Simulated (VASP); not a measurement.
# Ni3Bi (Pm-3m) in VASP: single point with r2SCAN

Aim: the single point of Ni3Bi with r2SCAN.

All numbers are computed with VASP 6.6.1; they aren't measurements. Logs are shortened: lines on timing, memory, paths and dates and some standing lists are left out, and cuts for length are marked.

### 1 The cell of the first run

Symmetry: Pm-3m, No. 221, cubic system. Conventional cell: a = 3.789 Å, b = 3.789 Å, c = 3.789 Å, α = 90.00°, β = 90.00°, γ = 90.00°. Within 3.5 Å of Ni (site symmetry 4/mmm) lie 8 Ni at 2.68 Å and 4 Bi at 2.68 Å. Bi (site symmetry m-3m) has 12 Ni at 2.68 Å within 3.5 Å.

### 2 Single point, r2SCAN, collinear spin, ferromagnetic start

File POSCAR:

```
Ni3Bi
1.0
    3.7890812884      0.0000000000      0.0000000000
    0.0000000000      3.7890812884      0.0000000000
    0.0000000000      0.0000000000      3.7890812884
Ni Bi
3 1
Direct
    0.0000000000      0.5000000000      0.5000000000
    0.5000000000      0.0000000000      0.5000000000
    0.5000000000      0.5000000000      0.0000000000
    0.0000000000      0.0000000000      0.0000000000
```

File INCAR.step1:

```
SYSTEM = Ni3Bi
  ALGO = Normal
  EDIFF = 1E-4
  ENCUT = 520
  GGA = PE
  ISMEAR = 0
  ISPIN = 2
  LASPH = .True.
  LCHARG = .False.
  LMAXMIX = 4
  LREAL = .False.
  LWAVE = .True.
  MAGMOM = 0.26 0.26 0.26 0
  NBANDS = 34
  NELM = 150
  PREC = Accurate
  SIGMA = 0.1
```

File INCAR.step2:

```
SYSTEM = Ni3Bi
  ALGO = Normal
  EDIFF = 1E-6
  ENCUT = 520
  ISIF = 2
  ISMEAR = 0
  ISPIN = 2
  ISTART = 1
  LASPH = .True.
  LCHARG = .False.
  LMAXMIX = 4
  LMIXTAU = .True.
  LORBIT = 11
  LREAL = .False.
  LWAVE = .False.
  MAGMOM = 0.26 0.26 0.26 0
  METAGGA = R2SCAN
  NBANDS = 34
  NELM = 150
  PREC = Accurate
  SIGMA = 0.1
```

File KPOINTS:

```
k-points
0
Gamma
  12 12 12
  0 0 0
```

Potentials or basis: VASP PAW PBE potentials, release 64 (Ni, Bi_d).

On the command line:

```console
cat potpaw_PBE.64/Ni/POTCAR potpaw_PBE.64/Bi_d/POTCAR > POTCAR
cp INCAR.step1 INCAR
mpirun -np 1 vasp_std > vasp.out
cp INCAR.step2 INCAR
mpirun -np 1 vasp_std > vasp.out
```

OUTCAR:

```text
SYSTEM = Ni3Bi
   EDIFF = 1E-6
   ENCUT = 520
   ISIF = 2
   ISMEAR = 0
   ISPIN = 2
   ISTART = 1
   LASPH = .True.
   LORBIT = 11
   LREAL = .False.
   METAGGA = R2SCAN
   NELM = 150
   PREC = Accurate

 ion  position               nearest neighbor table
   1  0.000  0.500  0.500-   2 2.68   3 2.68   4 2.68   3 2.68   4 2.68   2 2.68   4 2.68   4 2.68
                             2 2.68   3 2.68   3 2.68   2 2.68
   2  0.500  0.000  0.500-   1 2.68   3 2.68   4 2.68   3 2.68   4 2.68   1 2.68   3 2.68   3 2.68
                             1 2.68   4 2.68   4 2.68   1 2.68
   3  0.500  0.500  0.000-   1 2.68   2 2.68   4 2.68   1 2.68   2 2.68   2 2.68   4 2.68   2 2.68
                             1 2.68   4 2.68   1 2.68   4 2.68
   4  0.000  0.000  0.000-   1 2.68   2 2.68   3 2.68   1 2.68   2 2.68   1 2.68   3 2.68   1 2.68
                             2 2.68   3 2.68   2 2.68   3 2.68

  LATTYP: Found a simple cubic cell.
 ALAT       =     3.7890812884

  Lattice vectors:

 A1 = (   3.7890812884,   0.0000000000,   0.0000000000)
 A2 = (   0.0000000000,   3.7890812884,   0.0000000000)
 A3 = (   0.0000000000,   0.0000000000,   3.7890812884)

Analysis of symmetry for initial positions (statically):
=====================================================================
 Subroutine PRICEL returns:
 Original cell was already a primitive cell.

 Routine SETGRP: Setting up the symmetry group for a
 simple cubic supercell.

 Subroutine GETGRP returns: Found 48 space group operations
 (whereof 48 operations were pure point group operations)
 out of a pool of 48 trial point group operations.

The static configuration has the point symmetry O_h .

Analysis of symmetry for dynamics (positions and initial velocities):
=====================================================================
 Subroutine PRICEL returns:
 Original cell was already a primitive cell.

 Routine SETGRP: Setting up the symmetry group for a
 simple cubic supercell.

 Subroutine GETGRP returns: Found 48 space group operations
 (whereof 48 operations were pure point group operations)
 out of a pool of 48 trial point group operations.

The dynamic configuration has the point symmetry O_h .

Analysis of structural, dynamic, and magnetic symmetry:
=====================================================================
 Subroutine PRICEL returns:
 Original cell was already a primitive cell.

 Routine SETGRP: Setting up the symmetry group for a
 simple cubic supercell.

 Subroutine GETGRP returns: Found 48 space group operations
 (whereof 48 operations were pure point group operations)
 out of a pool of 48 trial point group operations.

The overall configuration has the point symmetry O_h .

 Subroutine INISYM returns: Found 48 space group operations
 (whereof 48 operations are pure point group operations),
 and found     1 'primitive' translations

----------------------------------------------------------------------------------------

                                     Primitive cell

  volume of cell :      54.4004

  direct lattice vectors                    reciprocal lattice vectors
     3.789081288  0.000000000  0.000000000     0.263916217  0.000000000  0.000000000
     0.000000000  3.789081288  0.000000000     0.000000000  0.263916217  0.000000000
     0.000000000  0.000000000  3.789081288     0.000000000  0.000000000  0.263916217

  length of vectors
     3.789081288  3.789081288  3.789081288     0.263916217  0.263916217  0.263916217

  position of ions in fractional coordinates (direct lattice)
     0.000000000  0.500000000  0.500000000
     0.500000000  0.000000000  0.500000000
     0.500000000  0.500000000  0.000000000
     0.000000000  0.000000000  0.000000000

  ion indices of the primitive-cell ions
   primitive index   ion index
                 1           1
                 2           2
                 3           3
                 4           4

----------------------------------------------------------------------------------------

 KPOINTS: k-points

Automatic generation of k-mesh.
 Grid dimensions read from file:
 generate k-points for:   12   12   12

 Generating k-lattice:

  Cartesian coordinates                     Fractional coordinates (reciprocal lattice)
     0.021993018  0.000000000  0.000000000     0.083333333  0.000000000  0.000000000
     0.000000000  0.021993018  0.000000000     0.000000000  0.083333333  0.000000000
     0.000000000  0.000000000  0.021993018     0.000000000  0.000000000  0.083333333

  Length of vectors
     0.021993018  0.021993018  0.021993018

  Shift w.r.t. Gamma in fractional coordinates (k-lattice)
     0.000000000  0.000000000  0.000000000

 Subroutine IBZKPT returns following result:
 ===========================================

 Found     84 irreducible k-points:

 Following reciprocal coordinates:
            Coordinates               Weight
  0.000000  0.000000  0.000000      1.000000
  0.083333  0.000000  0.000000      6.000000
  0.166667  0.000000  0.000000      6.000000
  0.250000  0.000000  0.000000      6.000000
  0.333333  0.000000  0.000000      6.000000
  0.416667  0.000000  0.000000      6.000000
[... 16 lines left out ...]
  0.333333  0.333333  0.000000     12.000000
  0.416667  0.333333  0.000000     24.000000
 [... further k-points ...]
   k-points           NKPTS =     84   k-points in BZ     NKDIM =     84   number of bands    NBANDS=     34
   number of dos      NEDOS =    301   number of ions     NIONS =      4
   total plane-waves  NPLWV =  21952
   dimension x,y,z NGX =    28 NGY =   28 NGZ =   28
   dimension x,y,z NGXF=    56 NGYF=   56 NGZF=   56
   ions per type =               3   1
   NGX,Y,Z   is equivalent  to a cutoff of  12.28, 12.28, 12.28 a.u.
   NGXF,Y,Z  is equivalent  to a cutoff of  24.57, 24.57, 24.57 a.u.
 SYSTEM =  Ni3Bi
   PREC   = accura    normal or accurate (medium, high low for compatibility)
   ISTART =      1    job   : 0-new  1-cont  2-samecut
   ICHARG =      0    charge: 1-file 2-atom 10-const
   ISPIN  =      2    spin polarized calculation?
   LNONCOLLINEAR =      F non collinear calculations
   LSORBIT =      F    spin-orbit coupling
   LASPH  =      T    aspherical Exc in radial PAW
   ENCUT  =  520.0 eV  38.22 Ry    6.18 a.u.   7.05  7.05  7.05*2*pi/ulx,y,z
   NELM   =    150;   NELMIN=  2; NELMDL=  0     # of ELM steps
   EDIFF  = 0.1E-05   stopping-criterion for ELM
   LREAL  =      F    real-space projection
   EDIFFG = 0.1E-04   stopping-criterion for IOM
   NSW    =      0    number of steps for IOM
   IBRION =     -1    ionic relax: 0-MD 1-quasi-New 2-CG
   NFREE  =      0    steps in history (QN), initial steepest desc. (CG)
   ISIF   =      2    stress and relaxation
   ISYM   =      2    0-nonsym 1-usesym 2-fastsym
   POTIM  = 0.5000    time-step for ionic-motion
   TEBEG  =    0.0;   TEEND  =   0.0 temperature during run
   PSTRESS=    0.0 pullay stress
   NELECT =      45.0000    total number of electrons
   NUPDOWN=      -1.0000    fix difference up-down
   EMIN   =  10.00;   EMAX   =-10.00  energy-range for DOS
   EFERMI =   0.00;   METHOD = LEGACY
   ISMEAR =     0;   SIGMA  =   0.10  broadening in eV -4-tet -1-fermi 0-gaus
   EFERMI_NEDOS =   21; number of points for ismear=-14 and -15
   IALGO  =     38    algorithm
   IMIX   =      4    mixing-type and parameters
     AMIX     =   0.40;   BMIX     =  1.00
     AMIX_MAG =   1.60;   BMIX_MAG =  1.00
  volume/ion in A,a.u.               =      13.60        91.78
  Fermi-wavevector in a.u.,A,eV,Ry     =   1.536780  2.904093 32.132788  2.361693
  Thomas-Fermi vector in A             =   2.643381
   LORBIT       =     11    0 simple, 1 ext, 2 COOP (PROOUT), +10 PAW based schemes
   METAGGA = R2SCAN    functional components
   LHFCALC =     F    Hartree Fock is set to
   AEXX    =    0.0000 exact exchange contribution
   IVDW    =     0    specifies the selected vdW correction
   LEPSILON=     F    determine dielectric tensor
   LRPA    =     F    only Hartree local field effects (RPA)
 spin polarized calculation
 Gauss-broadening in eV      SIGMA  =   0.10
  energy-cutoff  :      520.00
  volume of cell :       54.40
 maximum number of plane-waves:      1492
   NGX = 15   NGY = 15   NGZ = 15

 number of electron      45.0000027 magnetization       0.0014061

 Free energy of the ion-electron system (eV)
  ---------------------------------------------------
  ext. energy  EPLUGINS =         0.00000000
  ---------------------------------------------------
  free energy    TOTEN  =       -93.47161427 eV

  energy without entropy =      -93.44843285  energy(sigma->0) =      -93.46002356

 E-fermi :  10.7626     XC(G=0): -13.8588

 val. band max:       10.7620206337   @ k =   0.1667   0.0000   0.0000
 cond. band min:      10.7626615734   @ k =   0.2500   0.2500   0.0000
 fundamental gap:      0.0006409397
 Fermi energy:        10.7626011035

 spin component 1

 k-point     1 :       0.0000    0.0000    0.0000
  band No.  band energies     occupation
      1     -13.2984      1.00000
      2     -13.2984      1.00000
      3     -13.2294      1.00000
      4     -13.2294      1.00000
      5     -13.2294      1.00000
      6      -3.7773      1.00000
[... 26 lines left out ...]
     33      20.9186      0.00000
     34      25.9889      0.00000
[... 820 lines left out ...]
      4     -13.2338      1.00000
      5     -13.1778      1.00000
      6      -1.8906      1.00000
[... 26 lines left out ...]
     33      22.3879      0.00000
     34      24.1440      0.00000

 [... further k-points ...]

 spin component 2

 k-point     1 :       0.0000    0.0000    0.0000
  band No.  band energies     occupation
      1     -13.2983      1.00000
      2     -13.2983      1.00000
      3     -13.2294      1.00000
      4     -13.2294      1.00000
      5     -13.2294      1.00000
      6      -3.7773      1.00000
[... 26 lines left out ...]
     33      20.9187      0.00000
     34      26.0012      0.00000
[... 820 lines left out ...]
      4     -13.2338      1.00000
      5     -13.1778      1.00000
      6      -1.8905      1.00000
[... 26 lines left out ...]
     33      22.3881      0.00000
     34      24.1441      0.00000

 [... further k-points ...]
[... 5 lines left out ...]
  --------------------------------------------------------------------------------------
  -------------------------------------------------------------------------------------
  Total        0.1611274      0.1611274      0.1611274     -0.0000000      0.0000000     -0.0000000
  in kB        4.7454586      4.7454586      4.7454586     -0.0000000      0.0000000     -0.0000000
  external PRESSURE =       4.7454586 kB  Pullay stress =       0.0000000 kB

 VOLUME and BASIS-vectors are now :
 -----------------------------------------------------------------------------
  energy-cutoff  :      520.00
  volume of cell :       54.40
      direct lattice vectors                 reciprocal lattice vectors
     3.789081288  0.000000000  0.000000000     0.263916217  0.000000000  0.000000000
     0.000000000  3.789081288  0.000000000     0.000000000  0.263916217  0.000000000
     0.000000000  0.000000000  3.789081288     0.000000000  0.000000000  0.263916217

 POSITION                                       TOTAL-FORCE (eV/Angst)
 -----------------------------------------------------------------------------------
      0.00000      1.89454      1.89454         0.000000      0.000000      0.000000
      1.89454      0.00000      1.89454         0.000000      0.000000      0.000000
      1.89454      1.89454      0.00000         0.000000      0.000000      0.000000
      0.00000      0.00000      0.00000         0.000000      0.000000      0.000000
 -----------------------------------------------------------------------------------
    total drift:                                0.000000      0.000000      0.000000

  FREE ENERGIE OF THE ION-ELECTRON SYSTEM (eV)
  ---------------------------------------------------
  free  energy   TOTEN  =       -93.4716142718 eV

  energy  without entropy=      -93.4484328477  energy(sigma->0) =      -93.46002356

 total charge

# of ion       s       p       d       tot
------------------------------------------
    1        0.417   0.426   8.477   9.319
    2        0.417   0.426   8.477   9.319
    3        0.417   0.426   8.477   9.319
    4        1.374   1.587  10.034  12.995
--------------------------------------------------
tot          2.624   2.864  35.464  40.952

 magnetization (x)

# of ion       s       p       d       tot
------------------------------------------
    1        0.000   0.000   0.000   0.000
    2        0.000   0.000   0.000   0.000
    3        0.000   0.000   0.000   0.000
    4        0.000   0.000  -0.000   0.000
--------------------------------------------------
tot          0.000   0.000   0.001   0.001
```

Run time: 24 min. Hardware: 1 thread of Intel Xeon 8259CL, shared host; peak memory 0.35 GiB.

What came out:

* Free energy: -93.4716 eV
* Pressure: 0.5 GPa
* Net moment: 0.00 μB per cell
* Valence electrons inside the program's atomic spheres: Ni 9.32; Bi 12.99

Levels at points of the mesh, in eV from the Fermi level:
Spin up:
```csv
k point,band 20,band 21,band 22,band 23,band 24,band 25
"(0.00, 0.00, 0.00)",-0.87,-0.72,-0.32,-0.32,-0.32,1.65
"(0.50, 0.00, 0.00)",-1.33,-0.86,-0.31,2.42,2.42,2.65
"(0.50, 0.50, 0.00)",-1.38,-1.24,-1.05,0.05,0.05,4.53
"(0.50, 0.50, 0.50)",-1.35,-0.95,-0.55,-0.55,-0.55,-0.51
```
Spin down:
```
           k point  band 20  band 21  band 22  band 23  band 24  band 25
(0.00, 0.00, 0.00)    -0.87    -0.71    -0.32    -0.32    -0.32     1.65
(0.50, 0.00, 0.00)    -1.33    -0.86    -0.31     2.42     2.42     2.65
(0.50, 0.50, 0.00)    -1.38    -1.24    -1.05     0.05     0.05     4.53
(0.50, 0.50, 0.50)    -1.35    -0.95    -0.55    -0.55    -0.55    -0.51
```

Caveat: the PAW data sets were made with another functional, which shifts forces and pressure a little; spin-orbit coupling is left out, which moves the levels of the heavy elements.
